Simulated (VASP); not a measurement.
A run of VASP 6.6.1:

Contents of INCAR:

```
PREC = Accurate
ENCUT = 600
EDIFF = 1E-6
ISMEAR = 0
SIGMA = 0.2
LREAL = False
LASPH = True
NELM = 80
ALGO = Normal
ISIF = 3
LWAVE = False
LCHARG = False
GGA = PE
IBRION = 2
NSW = 36
EDIFFG = -0.08
```

Contents of KPOINTS:

```
Automatic mesh
0
Gamma
  4 4 4
```

The input POSCAR:

```
InTe4
1.0
    2.1500000000      1.2413030800      9.7333333300
   -2.1500000000      1.2413030800      9.7333333300
    0.0000000000     -2.4826061600      9.7333333300
In Te
1 4
Direct
    0.0000000000      0.0000000000      0.0000000000
    0.3970000000      0.3970000000      0.3970000000
    0.7930000000      0.7930000000      0.7930000000
    0.6030000000      0.6030000000      0.6030000000
    0.2070000000      0.2070000000      0.2070000000
```

Potentials or basis: VASP PAW PBE potentials, release 64 (In_d, Te).

Launch:

```bash
$ cat potpaw_PBE.64/In_d/POTCAR potpaw_PBE.64/Te/POTCAR > POTCAR
$ mpirun -np 1 vasp_std > vasp.out
```

Hardware: 1 thread of Intel(R) Xeon(R) 6975P-C (Granite Rapids), with other jobs on the host.

Q: How long does it take, and how much memory?

A: Run time: 12 min on 1 thread of Intel(R) Xeon(R) 6975P-C (Granite Rapids), on a shared host, peak memory 1 GiB. Counts: scf iterations 63, k points 13, ion steps 7.
